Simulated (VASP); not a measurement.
# B in VASP: notebook

B is run at these levels: r2SCAN; tasks: single point, relaxation of cell and atoms.

Everything below comes from runs of VASP 6.6.1. Logs are shortened: lines on timing, memory, paths and dates and some standing lists are left out, and cuts for length are marked.

## (1) The cell of the first run

It takes space group Fm-3m (No. 225, cubic). The conventional cell has a = 3.085 Å, b = 3.085 Å, c = 3.085 Å, α = 90.00°, β = 90.00°, γ = 90.00°. Within 2.9 Å of B (site symmetry m-3m) lie 12 B at 2.18 Å.

This isn't the form of B at room conditions, which is rhombohedral.

## (2) Single point, r2SCAN

POSCAR

```
B
1.0
    0.0000000000      1.5425117484      1.5425117484
    1.5425117484      0.0000000000      1.5425117484
    1.5425117484      1.5425117484      0.0000000000
B
1
Direct
    0.0000000000      0.0000000000      0.0000000000
```

INCAR.step1

```
SYSTEM = B
  PREC = Accurate
  ENCUT = 550
  ISMEAR = 0
  SIGMA = 0.1
  LREAL = .False.
  LASPH = .True.
  NELM = 120
  NBANDS = 8
  GGA = PE
  ALGO = Normal
  EDIFF = 1E-5
  LWAVE = .True.
  LCHARG = .False.
  GGA_COMPAT = .False.
```

INCAR.step2

```
SYSTEM = B
  PREC = Accurate
  ENCUT = 550
  EDIFF = 1E-6
  ISMEAR = 0
  SIGMA = 0.1
  LREAL = .False.
  LASPH = .True.
  NELM = 120
  ALGO = Normal
  ISIF = 2
  LWAVE = .False.
  LCHARG = .True.
  METAGGA = R2SCAN
  LMIXTAU = .True.
  LELF = .True.
  LVHAR = .True.
  NBANDS = 8
  ISTART = 1
  GGA_COMPAT = .False.
```

KPOINTS

```
regular mesh
0
Gamma
  10 10 10
  0 0 0
```

Potentials or basis: VASP PAW PBE potentials, release 64 (B).

Started as:

```sh
cat potpaw_PBE.64/B/POTCAR > POTCAR
cp INCAR.step1 INCAR
mpirun -np 1 vasp_std > vasp.out
cp INCAR.step2 INCAR
mpirun -np 1 vasp_std > vasp.out
```

OUTCAR:

```text
SYSTEM = B
   PREC = Accurate
   ENCUT = 550
   EDIFF = 1E-6
   ISMEAR = 0
   LREAL = .False.
   LASPH = .True.
   NELM = 120
   ISIF = 2
   METAGGA = R2SCAN
   ISTART = 1

 ion  position               nearest neighbor table
   1  0.000  0.000  0.000-

  LATTYP: Found a face centered cubic cell.
 ALAT       =     3.0850234968

  Lattice vectors:

 A1 = (   0.0000000000,   1.5425117484,   1.5425117484)
 A2 = (   1.5425117484,   0.0000000000,   1.5425117484)
 A3 = (   1.5425117484,   1.5425117484,   0.0000000000)

Analysis of symmetry for initial positions (statically):
=====================================================================
 Subroutine PRICEL returns:
 Original cell was already a primitive cell.

 Routine SETGRP: Setting up the symmetry group for a
 face centered cubic supercell.

 Subroutine GETGRP returns: Found 48 space group operations
 (whereof 48 operations were pure point group operations)
 out of a pool of 48 trial point group operations.

The static configuration has the point symmetry O_h .

Analysis of symmetry for dynamics (positions and initial velocities):
=====================================================================
 Subroutine PRICEL returns:
 Original cell was already a primitive cell.

 Routine SETGRP: Setting up the symmetry group for a
 face centered cubic supercell.

 Subroutine GETGRP returns: Found 48 space group operations
 (whereof 48 operations were pure point group operations)
 out of a pool of 48 trial point group operations.

The dynamic configuration has the point symmetry O_h .

 Subroutine INISYM returns: Found 48 space group operations
 (whereof 48 operations are pure point group operations),
 and found     1 'primitive' translations

----------------------------------------------------------------------------------------

                                     Primitive cell

  volume of cell :       7.3403

  direct lattice vectors                    reciprocal lattice vectors
     0.000000000  1.542511748  1.542511748    -0.324146640  0.324146640  0.324146640
     1.542511748  0.000000000  1.542511748     0.324146640 -0.324146640  0.324146640
[... 79 lines left out ...]
   LSORBIT =      F    spin-orbit coupling
   LASPH  =      T    aspherical Exc in radial PAW
   ENCUT  =  550.0 eV  40.42 Ry    6.36 a.u.   4.17  4.17  4.17*2*pi/ulx,y,z
   NELM   =    120;   NELMIN=  2; NELMDL=  0     # of ELM steps
   EDIFF  = 0.1E-05   stopping-criterion for ELM
   LREAL  =      F    real-space projection
   EDIFFG = 0.1E-04   stopping-criterion for IOM
   NSW    =      0    number of steps for IOM
   IBRION =     -1    ionic relax: 0-MD 1-quasi-New 2-CG
   NFREE  =      0    steps in history (QN), initial steepest desc. (CG)
   ISIF   =      2    stress and relaxation
   ISYM   =      2    0-nonsym 1-usesym 2-fastsym
   POTIM  = 0.5000    time-step for ionic-motion
   TEBEG  =    0.0;   TEEND  =   0.0 temperature during run
   PSTRESS=    0.0 pullay stress
   NELECT =       3.0000    total number of electrons
   NUPDOWN=      -1.0000    fix difference up-down
   EMIN   =  10.00;   EMAX   =-10.00  energy-range for DOS
   EFERMI =   0.00;   METHOD = LEGACY
   ISMEAR =     0;   SIGMA  =   0.10  broadening in eV -4-tet -1-fermi 0-gaus
   EFERMI_NEDOS =   21; number of points for ismear=-14 and -15
   IALGO  =     38    algorithm
   IMIX   =      4    mixing-type and parameters
     AMIX     =   0.40;   BMIX     =  1.00
     AMIX_MAG =   1.60;   BMIX_MAG =  1.00
  volume/ion in A,a.u.               =       7.34        49.53
  Fermi-wavevector in a.u.,A,eV,Ry     =   1.214908  2.295843 20.082223  1.476002
  Thomas-Fermi vector in A             =   2.350313
   LORBIT       =      0    0 simple, 1 ext, 2 COOP (PROOUT), +10 PAW based schemes
   METAGGA = R2SCAN    functional components
   LHFCALC =     F    Hartree Fock is set to
   AEXX    =    0.0000 exact exchange contribution
   IVDW    =     0    specifies the selected vdW correction
   LEPSILON=     F    determine dielectric tensor
   LRPA    =     F    only Hartree local field effects (RPA)
 non-spin polarized calculation
 Gauss-broadening in eV      SIGMA  =   0.10
  energy-cutoff  :      550.00
  volume of cell :        7.34
 maximum number of plane-waves:       228
 NGX is ok and might be reduce to    18
   NGX =  9   NGY =  9   NGZ =  9

 number of electron       3.0000000 magnetization

 Free energy of the ion-electron system (eV)
  ---------------------------------------------------
  ext. energy  EPLUGINS =         0.00000000
  ---------------------------------------------------
  free energy    TOTEN  =        -5.62073920 eV

  energy without entropy =       -5.61966677  energy(sigma->0) =       -5.62020298

 E-fermi :   8.1331     XC(G=0): -13.1044

 val. band max:        7.9516981481   @ k =  -0.4000   0.4000   0.2000
 cond. band min:       8.1904051016   @ k =  -0.3000   0.2000   0.0000
 fundamental gap:      0.2387069535
 Fermi energy:         8.1331072629

 k-point     1 :       0.0000    0.0000    0.0000
  band No.  band energies     occupation
      1      -9.7431      2.00000
      2      22.4723      0.00000
      3      22.4723      0.00000
      4      22.4723      0.00000
      5      38.2494      0.00000
      6      38.2494      0.00000
      7      38.2494      0.00000
      8      42.0351      0.00000
[... 243 lines left out ...]
 k-point    24 :       0.4000    0.3000    0.0000
  band No.  band energies     occupation
      1      -2.7521      2.00000
      2      12.8842      0.00000
      3      14.1801      0.00000
      4      15.2507      0.00000
      5      26.1091      0.00000
      6      28.3712      0.00000
      7      49.6242      0.00000
      8      50.8425      0.00000

 [... further k-points ...]

------------------------ aborting loop because EDIFF is reached ----------------------------------------

  FORCE on cell =-STRESS in cart. coord.  units (eV):
  Direction    XX          YY          ZZ          XY          YZ          ZX
  --------------------------------------------------------------------------------------
  -------------------------------------------------------------------------------------
  Total       -1.9741277     -1.9741277     -1.9741277      0.0000000      0.0000000      0.0000000
  in kB     -430.8939392   -430.8939392   -430.8939392      0.0000000      0.0000000      0.0000000
  external PRESSURE =    -430.8939392 kB  Pullay stress =       0.0000000 kB

 VOLUME and BASIS-vectors are now :
 -----------------------------------------------------------------------------
  energy-cutoff  :      550.00
  volume of cell :        7.34
      direct lattice vectors                 reciprocal lattice vectors
     0.000000000  1.542511748  1.542511748    -0.324146640  0.324146640  0.324146640
     1.542511748  0.000000000  1.542511748     0.324146640 -0.324146640  0.324146640
     1.542511748  1.542511748  0.000000000     0.324146640  0.324146640 -0.324146640

 POSITION                                       TOTAL-FORCE (eV/Angst)
 -----------------------------------------------------------------------------------
      0.00000      0.00000      0.00000        -0.000000     -0.000000      0.000000
 -----------------------------------------------------------------------------------
    total drift:                               -0.000000      0.000000     -0.000000

  FREE ENERGIE OF THE ION-ELECTRON SYSTEM (eV)
  ---------------------------------------------------
  free  energy   TOTEN  =        -5.6207391955 eV

  energy  without entropy=       -5.6196667659  energy(sigma->0) =       -5.62020298
```

OUTCAR.step1:

```text
SYSTEM = B
   PREC = Accurate
   ENCUT = 550
   ISMEAR = 0
   LREAL = .False.
   LASPH = .True.
[... 481 lines left out ...]
 POSITION                                       TOTAL-FORCE (eV/Angst)
 -----------------------------------------------------------------------------------
      0.00000      0.00000      0.00000        -0.000000      0.000000      0.000000
 -----------------------------------------------------------------------------------
    total drift:                               -0.000000     -0.000000     -0.000000

  FREE ENERGIE OF THE ION-ELECTRON SYSTEM (eV)
  ---------------------------------------------------
  free  energy   TOTEN  =        -5.1183437846 eV

  energy  without entropy=       -5.1172422538  energy(sigma->0) =       -5.11779302
```

Wall time 23 s (1 thread of AMD EPYC 7R13, shared host); peak memory 0.08 GiB.

What came out:

```
Free energy            : -5.6207 eV
Pressure               : -43.1 GPa
Band gap on the k mesh : zero (an odd number of electrons rules out a gap without spin polarisation)
```

Levels at points of the mesh, in eV from the Fermi level:
```tsv
k point	band 1	band 2	band 3	band 4	band 5
(0.00, 0.00, 0.00)	-17.88	14.34	14.34	14.34	30.12
(0.50, 0.00, 0.00)	-8.69	-5.92	11.76	11.76	27.21
(0.50, 0.50, 0.00)	-6.27	-0.85	5.66	5.66	15.18
```

Caveat: the cell stands under tension; the PAW data sets were made with another functional, which shifts forces and pressure a little.

## (3) Single point, r2SCAN

This run uses another cell than the first one, of 7.27 Å³/atom.

POSCAR

```
B
1.0
   -1.0608405422      1.0608405422      1.6139141281
    1.0608405422     -1.0608405422      1.6139141281
    1.0608405422      1.0608405422     -1.6139141281
B
1
Direct
    0.0000000000      0.0000000000      0.0000000000
```

INCAR.step1

```
SYSTEM = B
PREC     = Accurate       ! precision mode
ENCUT    = 550            ! plane-wave cutoff, eV
ISMEAR   = 0              ! smearing method
SIGMA    = 0.1            ! smearing width, eV
LREAL    = .FALSE.        ! projectors in reciprocal space
LASPH    = .TRUE.         ! aspherical terms in the spheres
NELM     = 120            ! most SCF steps
NBANDS   = 8              ! bands
GGA      = PE             ! functional
ALGO     = Normal         ! electronic algorithm
EDIFF    = 1E-5           ! SCF threshold, eV
LWAVE    = .TRUE.         ! write WAVECAR
LCHARG   = .FALSE.        ! write CHGCAR
GGA_COMPAT= .FALSE.
```

INCAR.step2

```
SYSTEM = B
PREC     = Accurate       ! precision mode
ENCUT    = 550            ! plane-wave cutoff, eV
EDIFF    = 1E-6           ! SCF threshold, eV
ISMEAR   = 0              ! smearing method
SIGMA    = 0.1            ! smearing width, eV
LREAL    = .FALSE.        ! projectors in reciprocal space
LASPH    = .TRUE.         ! aspherical terms in the spheres
NELM     = 120            ! most SCF steps
ALGO     = Normal         ! electronic algorithm
ISIF     = 2              ! what is computed and relaxed
LWAVE    = .FALSE.        ! write WAVECAR
LCHARG   = .FALSE.        ! write CHGCAR
METAGGA  = R2SCAN         ! meta-GGA
LMIXTAU  = .TRUE.       
NBANDS   = 8              ! bands
ISTART   = 1            
GGA_COMPAT= .FALSE.
```

KPOINTS

```
Automatic mesh
0
G
  12 12 12
  0 0 0
```

Potentials or basis: VASP PAW PBE potentials, release 64 (B).

Started as:

```sh
cat potpaw_PBE.64/B/POTCAR > POTCAR
cp INCAR.step1 INCAR
mpirun -np 1 vasp_std > vasp.out
cp INCAR.step2 INCAR
mpirun -np 1 vasp_std > vasp.out
```

Run time: 75 s. Hardware: 1 thread of AMD EPYC 7R13, shared host; peak memory 0.09 GiB.

The run converged. Its results:

```yaml
Free_energy: -5.6654 eV
Pressure: -38.8 GPa
Band_gap_on_the_k_mesh: zero (an odd number of electrons rules out a gap without spin polarisation)
```

Stress tensor (GPa, compression positive):
```
-34.12   0.00   0.00
  0.00 -34.12   0.00
  0.00   0.00 -48.14
```

Levels at points of the mesh, in eV from the Fermi level:
```
           k point  band 1  band 2  band 3  band 4  band 5  band 6
(0.00, 0.00, 0.00)  -17.99   14.42   14.49   14.49   29.74   30.75
(0.50, 0.00, 0.00)   -8.76   -5.89   10.78   12.86   25.11   28.99
(0.50, 0.50, 0.00)   -5.81    0.14    4.62    5.73   14.72   17.14
(0.50, 0.50, 0.50)   -7.25   -2.66    6.94    6.94   16.56   19.95
```

Caveat: the cell stands under tension; the PAW data sets were made with another functional, which shifts forces and pressure a little.

## (4) Relaxation of cell and atoms, r2SCAN

This run uses another cell than the first one, of 5.81 Å³/atom.

POSCAR

```
B
1.0
    0.0000000000      1.4270815038      1.4270815038
    1.4270815038      0.0000000000      1.4270815038
    1.4270815038      1.4270815038      0.0000000000
B
1
Direct
    0.0000000000      0.0000000000      0.0000000000
```

INCAR.step1

```
SYSTEM = B
PREC = Accurate ; ENCUT = 600
ISMEAR = 0 ; SIGMA = 0.1
LREAL = .FALSE. ; LASPH = .TRUE.
NELM = 60 ; GGA = PE
ALGO = Normal ; EDIFF = 1E-4
LWAVE = .TRUE. ; LCHARG = .FALSE.
```

INCAR.step2

```
SYSTEM = B
PREC = Accurate ; ENCUT = 600
EDIFF = 1E-6 ; ISMEAR = 0
SIGMA = 0.1 ; LREAL = .FALSE.
LASPH = .TRUE. ; NELM = 60
ALGO = Normal ; ISIF = 3
LWAVE = .FALSE. ; LCHARG = .FALSE.
METAGGA = R2SCAN ; LMIXTAU = .TRUE.
IBRION = 2 ; NSW = 100
EDIFFG = -0.01 ; ISTART = 1
```

KPOINTS

```
regular mesh
0
G
  32 32 32
  0 0 0
```

Started as:

```sh
cat potpaw_PBE.64/B/POTCAR > POTCAR
cp INCAR.step1 INCAR
mpirun -np 1 vasp_std > vasp.out
cp INCAR.step2 INCAR
mpirun -np 1 vasp_std > vasp.out
```

It took 18 s on 1 thread of Intel Xeon 6975P-C (Granite Rapids), shared host; peak memory 0.14 GiB.

Results (log left out):

```
Free energy             : -5.8847 eV
Pressure after relaxing : 0.0 GPa
Band gap on the k mesh  : zero (an odd number of electrons rules out a gap without spin polarisation)
```

Final structure:
```
B
1.0
     0.00000    1.42708    1.42708
     1.42708    0.00000    1.42708
     1.42708    1.42708    0.00000
B
1
Direct
  0.00000 0.00000 0.00000
```

Levels at points of the mesh, in eV from the Fermi level:
| k point | band 1 | band 2 | band 3 | band 4 | band 5 |
| --- | --- | --- | --- | --- | --- |
| (0.00, 0.00, 0.00) | -20.65 | 17.65 | 17.65 | 17.65 | 34.16 |
| (0.50, 0.00, 0.00) | -10.73 | -6.14 | 14.42 | 14.42 | 30.69 |
| (0.50, 0.50, 0.00) | -7.71 | -0.37 | 6.76 | 6.76 | 16.61 |

Caveat: the relaxation stopped at its first step, so nothing moved; the PAW data sets were made with another functional, which shifts forces and pressure a little.

## (5) Summary

```csv
task,cell,k mesh,cutoff (eV),gap on the mesh (eV),pressure (GPa)
single point,"a = 2.181 Å, angles 60.0°, 1 atom",10 × 10 × 10,550,none,-43.1
single point,"a = 2.204 Å, angles 122.4, 122.4, 85.8°, 1 atom",12 × 12 × 12,550,none,-38.8
relaxation of cell and atoms,"relaxed from a = 2.018 Å, angles 60.0°, 1 atom",32 × 32 × 32,600,none,0.0
```

Alike in all rows: level r2SCAN; potentials or basis VASP PAW PBE potentials, release 64 (B); no spin polarisation; smearing gaussian 0.1 eV.

Caveats: the PAW data sets were made with another functional, which shifts forces and pressure a little; the cell stands under tension (at least some runs); the relaxation stopped at its first step, so nothing moved (at least some runs).

Total energies depend on the potentials used, so only differences within one code and one set of settings carry meaning.
